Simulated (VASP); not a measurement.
# Ta2Si (I4/mcm) in VASP: notebook

Runs on Ta2Si. Level: PBEsol. Tasks: single point.

All numbers are computed with VASP 6.6.1; they aren't measurements. Logs are shortened: lines on timing, memory, paths and dates and some standing lists are left out, and cuts for length are marked.

## 1. The cell of the first run

It takes space group I4/mcm (No. 140, tetragonal). Conventional cell: a = 6.137 Å, b = 6.137 Å, c = 4.838 Å, α = 90.00°, β = 90.00°, γ = 90.00°. Ta (site symmetry m2m) has 4 Si at 2.60 Å and 11 Ta at 2.83 to 3.25 Å within 3.4 Å. Within 3.2 Å of Si (site symmetry 422) lie 2 Si at 2.42 Å and 8 Ta at 2.60 Å.

## 2. Single point, PBEsol (strain +0.000 along x and y, -0.040 along z)

INCAR

```
SYSTEM = Ta2Si
PREC = Accurate ; ENCUT = 520
EDIFF = 1E-6 ; ISMEAR = 0
SIGMA = 0.15 ; LREAL = .FALSE.
LASPH = .TRUE. ; NELM = 60
ALGO = Fast ; ISIF = 2
LWAVE = .FALSE. ; LCHARG = .FALSE.
GGA = PS ; NBANDS = 35
```

KPOINTS

```
Automatic mesh
0
G
  12 12 12
  0 0 0
```

POSCAR

```
Ta2Si
1.0
   -3.0683767195      3.0683767195      2.4191033869
    3.0683767195     -3.0683767195      2.4191033869
    3.0683767195      3.0683767195     -2.4191033869
Ta Si
4 2
Direct
    0.6630661939      0.8369338061      0.5000000000
    0.8369338061      0.3369338061      0.1738676123
    0.3369338061      0.1630661939      0.5000000000
    0.1630661939      0.6630661939      0.8261323878
    0.2500000000      0.2500000000      0.0000000000
    0.7500000000      0.7500000000      0.0000000000
```

Potentials or basis: VASP PAW PBE potentials, release 64 (Ta_pv, Si).

The run is started by

```
$ cat potpaw_PBE.64/Ta_pv/POTCAR potpaw_PBE.64/Si/POTCAR > POTCAR
$ mpirun -np 1 vasp_std > vasp.out
```

OUTCAR:

```text
SYSTEM = Ta2Si
   PREC = Accurate
   ENCUT = 520
   EDIFF = 1E-6
   ISMEAR = 0
   LREAL = .FALSE.
   LASPH = .TRUE.
   NELM = 60
   ISIF = 2
   GGA = PS

 ion  position               nearest neighbor table
   1  0.663  0.837  0.500-   5 2.60   6 2.60   6 2.60   5 2.60   3 2.83   3 2.85   3 2.85   2 3.14
                             2 3.14   4 3.14   4 3.14   2 3.25   4 3.25   4 3.25   2 3.25
   2  0.837  0.337  0.174-   6 2.60   5 2.60   5 2.60   6 2.60   4 2.83   4 2.85   4 2.85   1 3.14
                             3 3.14   3 3.14   1 3.14   1 3.25   3 3.25   3 3.25   1 3.25
   3  0.337  0.163  0.500-   6 2.60   5 2.60   5 2.60   6 2.60   1 2.83   1 2.85   1 2.85   2 3.14
                             2 3.14   4 3.14   4 3.14   2 3.25   4 3.25   4 3.25   2 3.25
   4  0.163  0.663  0.826-   6 2.60   5 2.60   5 2.60   6 2.60   2 2.83   2 2.85   2 2.85   3 3.14
                             1 3.14   1 3.14   3 3.14   3 3.25   1 3.25   1 3.25   3 3.25
   5  0.250  0.250  0.000-   6 2.42   6 2.42   4 2.60   1 2.60   3 2.60   4 2.60   1 2.60   3 2.60
                             2 2.60   2 2.60
   6  0.750  0.750  0.000-   5 2.42   5 2.42   4 2.60   3 2.60   1 2.60   3 2.60   4 2.60   1 2.60
                             2 2.60   2 2.60

  LATTYP: Found a body centered tetragonal cell.
 ALAT       =     6.1367534390
 C/A-ratio  =     0.7883984295

  Lattice vectors:

 A1 = (  -3.0683767195,   3.0683767195,   2.4191033869)
 A2 = (   3.0683767195,  -3.0683767195,   2.4191033869)
 A3 = (   3.0683767195,   3.0683767195,  -2.4191033869)

Analysis of symmetry for initial positions (statically):
=====================================================================
 Subroutine PRICEL returns:
 Original cell was already a primitive cell.

 Routine SETGRP: Setting up the symmetry group for a
 body centered tetragonal supercell.

 Subroutine GETGRP returns: Found 16 space group operations
 (whereof  8 operations were pure point group operations)
 out of a pool of 16 trial point group operations.

The static configuration has the point symmetry C_4h.
 The point group associated with its full space group is D_4h.

Analysis of symmetry for dynamics (positions and initial velocities):
=====================================================================
 Subroutine PRICEL returns:
 Original cell was already a primitive cell.

 Routine SETGRP: Setting up the symmetry group for a
 body centered tetragonal supercell.

 Subroutine GETGRP returns: Found 16 space group operations
 (whereof  8 operations were pure point group operations)
[... 110 lines left out ...]
   NELM   =     60;   NELMIN=  2; NELMDL= -5     # of ELM steps
   EDIFF  = 0.1E-05   stopping-criterion for ELM
   LREAL  =      F    real-space projection
   EDIFFG = 0.1E-04   stopping-criterion for IOM
   NSW    =      0    number of steps for IOM
   IBRION =     -1    ionic relax: 0-MD 1-quasi-New 2-CG
   NFREE  =      0    steps in history (QN), initial steepest desc. (CG)
   ISIF   =      2    stress and relaxation
   ISYM   =      2    0-nonsym 1-usesym 2-fastsym
   POTIM  = 0.5000    time-step for ionic-motion
   TEBEG  =    0.0;   TEEND  =   0.0 temperature during run
   PSTRESS=    0.0 pullay stress
   NELECT =      52.0000    total number of electrons
   NUPDOWN=      -1.0000    fix difference up-down
   EMIN   =  10.00;   EMAX   =-10.00  energy-range for DOS
   EFERMI =   0.00;   METHOD = LEGACY
   ISMEAR =     0;   SIGMA  =   0.15  broadening in eV -4-tet -1-fermi 0-gaus
   EFERMI_NEDOS =   21; number of points for ismear=-14 and -15
   IALGO  =     68    algorithm
   IMIX   =      4    mixing-type and parameters
     AMIX     =   0.40;   BMIX     =  1.00
     AMIX_MAG =   1.60;   BMIX_MAG =  1.00
  volume/ion in A,a.u.               =      15.18       102.47
  Fermi-wavevector in a.u.,A,eV,Ry     =   1.357997  2.566241 25.091249  1.844155
  Thomas-Fermi vector in A             =   2.484868
   LORBIT       =      0    0 simple, 1 ext, 2 COOP (PROOUT), +10 PAW based schemes
   GGA     = PS    functional components
   LHFCALC =     F    Hartree Fock is set to
   AEXX    =    0.0000 exact exchange contribution
   IVDW    =     0    specifies the selected vdW correction
   LEPSILON=     F    determine dielectric tensor
   LRPA    =     F    only Hartree local field effects (RPA)
 non-spin polarized calculation
 RMM-DIIS sequential band-by-band and
 Gauss-broadening in eV      SIGMA  =   0.15
  energy-cutoff  :      520.00
  volume of cell :       91.10
 maximum number of plane-waves:      2489
 NGX is ok and might be reduce to    40
   NGX = 19   NGY = 19   NGZ = 19

 number of electron      51.9999992 magnetization

 Free energy of the ion-electron system (eV)
  ---------------------------------------------------
  ext. energy  EPLUGINS =         0.00000000
  ---------------------------------------------------
  free energy    TOTEN  =       -65.12610978 eV

  energy without entropy =      -65.09104752  energy(sigma->0) =      -65.10857865

 E-fermi :   7.9567     XC(G=0): -12.8007

 val. band max:        7.9515524766   @ k =   0.2500   0.1667   0.0000
 cond. band min:       7.9592104228   @ k =   0.5000   0.5000   0.2500
 fundamental gap:      0.0076579462
 Fermi energy:         7.9566617950

 k-point     1 :       0.0000    0.0000    0.0000
  band No.  band energies     occupation
      1     -26.4651      2.00000
      2     -26.4651      2.00000
      3     -26.4507      2.00000
      4     -26.4020      2.00000
      5     -26.4020      2.00000
      6     -26.3961      2.00000
[... 901 lines left out ...]
     34      12.0852      0.00000
     35      12.3530      0.00000

 [... further k-points ...]
[... 5 lines left out ...]
  --------------------------------------------------------------------------------------
  -------------------------------------------------------------------------------------
  Total        4.0904564      4.0904564      9.9306340      0.0000000      0.0000000      0.0000000
  in kB       71.9367097     71.9367097    174.6448486      0.0000000      0.0000000      0.0000000
  external PRESSURE =     106.1727560 kB  Pullay stress =       0.0000000 kB

 VOLUME and BASIS-vectors are now :
 -----------------------------------------------------------------------------
  energy-cutoff  :      520.00
  volume of cell :       91.10
      direct lattice vectors                 reciprocal lattice vectors
    -3.068376719  3.068376719  2.419103387     0.000000000  0.162952612  0.206688148
     3.068376719 -3.068376719  2.419103387     0.162952612  0.000000000  0.206688148
     3.068376719  3.068376719 -2.419103387     0.162952612  0.162952612  0.000000000

 POSITION                                       TOTAL-FORCE (eV/Angst)
 -----------------------------------------------------------------------------------
      2.06768      1.00070      2.41910         0.117866     -0.117866     -0.000000
     -1.00070      2.06768      2.41910         0.117866      0.117866     -0.000000
      1.00070      2.06768      0.00000        -0.117866      0.117866     -0.000000
      4.06907      1.00070      0.00000        -0.117866     -0.117866      0.000000
      0.00000      0.00000      1.20955        -0.000000     -0.000000     -0.000000
      0.00000      0.00000      3.62866        -0.000000     -0.000000     -0.000000
 -----------------------------------------------------------------------------------
    total drift:                               -0.000000     -0.000000      0.000000

  FREE ENERGIE OF THE ION-ELECTRON SYSTEM (eV)
  ---------------------------------------------------
  free  energy   TOTEN  =       -65.1261097841 eV

  energy  without entropy=      -65.0910475231  energy(sigma->0) =      -65.10857865
```

OSZICAR:

```text
N       E                     dE             d eps       ncg     rms          rms(c)
DAV:   1     0.459201510535E+03    0.45920E+03   -0.27935E+04 11410   0.151E+03
DAV:   2    -0.471954127421E+02   -0.50640E+03   -0.49383E+03 12513   0.436E+02
DAV:   3    -0.681568764479E+02   -0.20961E+02   -0.20399E+02 14351   0.792E+01
DAV:   4    -0.685809800113E+02   -0.42410E+00   -0.42088E+00 14132   0.106E+01
DAV:   5    -0.685879266428E+02   -0.69466E-02   -0.69346E-02 14141   0.132E+00    0.345E+01
RMM:   6    -0.655162783269E+02    0.30716E+01   -0.62982E+00 12457   0.110E+01    0.160E+01
RMM:   7    -0.651675761359E+02    0.34870E+00   -0.42042E+00 13267   0.816E+00    0.216E+00
RMM:   8    -0.651226973845E+02    0.44879E-01   -0.31414E-01 13820   0.259E+00    0.160E+00
RMM:   9    -0.651267051256E+02   -0.40077E-02   -0.69986E-02 14822   0.106E+00    0.672E-01
RMM:  10    -0.651263840089E+02    0.32112E-03   -0.17233E-02 14113   0.547E-01    0.292E-01
RMM:  11    -0.651262418089E+02    0.14220E-03   -0.43805E-03 14218   0.301E-01    0.279E-01
RMM:  12    -0.651260739985E+02    0.16781E-03   -0.13280E-03 14124   0.169E-01    0.636E-02
RMM:  13    -0.651261079750E+02   -0.33976E-04   -0.36439E-04 15931   0.755E-02    0.222E-02
RMM:  14    -0.651261109080E+02   -0.29330E-05   -0.46576E-05 15373   0.321E-02    0.297E-02
RMM:  15    -0.651261093059E+02    0.16021E-05   -0.11130E-05 12258   0.165E-02    0.454E-03
RMM:  16    -0.651261097841E+02   -0.47828E-06   -0.27885E-06 10485   0.814E-03
   1 F= -.65126110E+02 E0= -.65108579E+02  d E =-.350623E-01
```

Run time: 12 min. Hardware: 1 thread of Oxide Virtual Turin-like, shared host; peak memory 0.49 GiB.

Results:

```
Free energy            : -65.1261 eV
Pressure               : 10.6 GPa
Largest force          : 0.167 eV/Å
Band gap on the k mesh : zero (band 26 reaches 8.60 eV, above the bottom of band 27 at 7.41 eV)
```

Forces on the atoms (eV/Å):
```
Ta   0.118 -0.118  0.000
Ta   0.118  0.118  0.000
Ta  -0.118  0.118  0.000
Ta  -0.118 -0.118  0.000
Si   0.000  0.000  0.000
Si   0.000  0.000  0.000
```

Levels at points of the mesh, in eV from the Fermi level:
```csv
k point,band 23,band 24,band 25,band 26,band 27,band 28,band 29,band 30
"(0.00, 0.00, 0.00)",-2.36,-2.15,0.10,0.62,1.07,1.15,1.15,1.51
"(0.50, 0.00, 0.00)",-2.04,-2.04,-1.05,-1.05,0.75,0.75,1.98,1.98
"(0.50, 0.50, 0.00)",-1.66,-1.66,-0.16,-0.11,0.18,0.58,1.55,2.02
"(0.50, 0.50, 0.50)",-1.25,-1.22,-1.22,-0.95,-0.42,0.08,0.71,0.71
```

Caveat: the cell differs from its parent crystal (strain +0.000 along x and y, -0.040 along z); the PAW data sets were made with another functional, which shifts forces and pressure a little; spin-orbit coupling is left out, which moves the levels of the heavy elements.

[end of part 1 of 2]
